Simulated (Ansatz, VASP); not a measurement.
# One calculation of Li, two programs

Contents of POSCAR:

```
Li
1.0
    0.0000000000      2.1594039920      2.1594039920
    2.1594039920      0.0000000000      2.1594039920
    2.1594039920      2.1594039920      0.0000000000
Li
1
Direct
    0.0000000000      0.0000000000      0.0000000000
```

The input INCAR.step1:

```
SYSTEM = Li
PREC = Accurate ; ENCUT = 830
ISMEAR = -1 ; SIGMA = 0.1
LREAL = .FALSE. ; LASPH = .TRUE.
NELM = 120 ; NBANDS = 8
GGA = PE ; ALGO = Normal
EDIFF = 1E-5 ; LWAVE = .TRUE.
LCHARG = .FALSE. ; GGA_COMPAT = .FALSE.
```

Contents of INCAR.step2:

```
SYSTEM = Li
PREC = Accurate ; ENCUT = 830
EDIFF = 1E-6 ; ISMEAR = -1
SIGMA = 0.1 ; LREAL = .FALSE.
LASPH = .TRUE. ; NELM = 120
ALGO = Normal ; ISIF = 2
LWAVE = .FALSE. ; LCHARG = .FALSE.
METAGGA = R2SCAN ; LMIXTAU = .TRUE.
NBANDS = 8 ; ISTART = 1
GGA_COMPAT = .FALSE.
```

Contents of KPOINTS:

```
Automatic mesh
0
G
  14 14 14
  0 0 0
```

Input for Ansatz:

```yaml
crystal:
  lattice:
    - [0.0, 2.159403992, 2.159403992]
    - [2.159403992, 0.0, 2.159403992]
    - [2.159403992, 2.159403992, 0.0]
  atoms:
    - { symbol: Li, position: [0.0, 0.0, 0.0] }
hamiltonian:
  xc: r2scan
  pseudopotentials:
    kind: paw
    azcp:
      Li: "pseudopotentials/Li.paw.azcp"
basis:
  ecutwfc: 500
  fft_grid_basis: typed
kpoints:
  mp_grid: { grid: [14, 14, 14], shift: [0, 0, 0] }
magnetization:
  spin_polarized: false
scf:
  occupations: { method: fermi_dirac, width: 0.1 }
  lower_state_search: "off"
output:
  stress: true
  write_density: true
  write_potential: true
  elf: true
  volumetric_format: npy
```

Alike in both runs: task single point; functional r2SCAN; k mesh 14 × 14 × 14; occupations fermi-dirac, width 0.1 eV; no spin polarisation.

```csv
,VASP,Ansatz
version,VASP 6.6.1,Ansatz 0.2.0
potentials or method,"VASP PAW PBE potentials, release 64 (Li_sv), cutoff 830 eV","plane waves (500 eV) with PAW, scalar-relativistic"
valence electrons in the cell,3,3
```

|  | VASP | Ansatz | Ansatz less VASP |
| --- | --- | --- | --- |
| pressure (GPa) | 0.3 | 0.6 | +0.29 |

VASP's potentials were made for PBE, not for r2SCAN.
